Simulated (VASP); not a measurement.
Wanted: the native input for a VASP 6.6.1 run.

| Property | Result |
| --- | --- |
| Task | single point |
| Functional | r2SCANh |
| Potentials or basis | VASP PAW PBE potentials, release 64 (Si, C) |
| Cutoff | 520 eV |
| k mesh | 6 × 6 × 4 |
| Occupations | gaussian, width 0.01 eV |
| Spin | no spin polarisation |
| Dipole correction | no |
| Grid for exact exchange (PRECFOCK) | Normal |
| Further INCAR settings | ALGO = Normal; EDIFF = 1e-07; NBANDS = 16 |
| Share of exact exchange | 0.1 |

The system is SiC.

```
CELL_PARAMETERS angstrom
3.07536 0.00000 0.00000
-1.53768 2.66334 0.00000
0.00000 0.00000 5.04811
ATOMIC_POSITIONS crystal
Si 0.33333 0.66667 0.99959
Si 0.66667 0.33333 0.49959
C 0.33333 0.66667 0.37541
C 0.66667 0.33333 0.87541
```

These files were run (other wordings do the same):

POSCAR

```
SiC
1.0
    3.0753562471      0.0000000000      0.0000000000
   -1.5376781236      2.6633366356      0.0000000000
    0.0000000000      0.0000000000      5.0481080958
Si C
2 2
Direct
    0.3333333333      0.6666666667     -0.0004084052
    0.6666666667      0.3333333333      0.4995915948
    0.3333333333      0.6666666667      0.3754084052
    0.6666666667      0.3333333333      0.8754084052
```

INCAR.step1

```
SYSTEM = SiC
ALGO = Normal
EDIFF = 1E-5
ENCUT = 520
GGA = PE
ISIF = 2
ISMEAR = 0
LASPH = .TRUE.
LCHARG = .FALSE.
LREAL = .FALSE.
LWAVE = .TRUE.
NBANDS = 16
NELM = 60
PREC = Accurate
SIGMA = 0.01
```

INCAR.step2

```
SYSTEM = SiC
AEXX = 0.1
ALGO = Normal
EDIFF = 1E-7
ENCUT = 520
ISIF = 2
ISMEAR = 0
ISTART = 1
LASPH = .TRUE.
LCHARG = .FALSE.
LHFCALC = .TRUE.
LMIXTAU = .TRUE.
LREAL = .FALSE.
LWAVE = .FALSE.
METAGGA = R2SCAN
NBANDS = 16
NELM = 60
PREC = Accurate
PRECFOCK = Normal
SIGMA = 0.01
```

KPOINTS

```
k-points
0
G
  6 6 4
  0 0 0
```

Potentials or basis: VASP PAW PBE potentials, release 64 (Si, C).

The run is started by

```console
$ cat potpaw_PBE.64/Si/POTCAR potpaw_PBE.64/C/POTCAR > POTCAR
$ cp INCAR.step1 INCAR
$ mpirun -np 1 vasp_std > vasp.out
$ cp INCAR.step2 INCAR
$ mpirun -np 1 vasp_std > vasp.out
```

It gave:

- Pressure: -1.6 GPa
- Largest force: 0.011 eV/Å
- Band gap on the k mesh: 3.24 eV (least direct gap 5.14 eV)

Caveat: the PAW data sets were made with another functional, which shifts forces and pressure a little.

Wall time 38 min on 1 thread of AMD EPYC 7R13 Processor (Zen 3), on a shared host, peak memory 0.15 GiB.
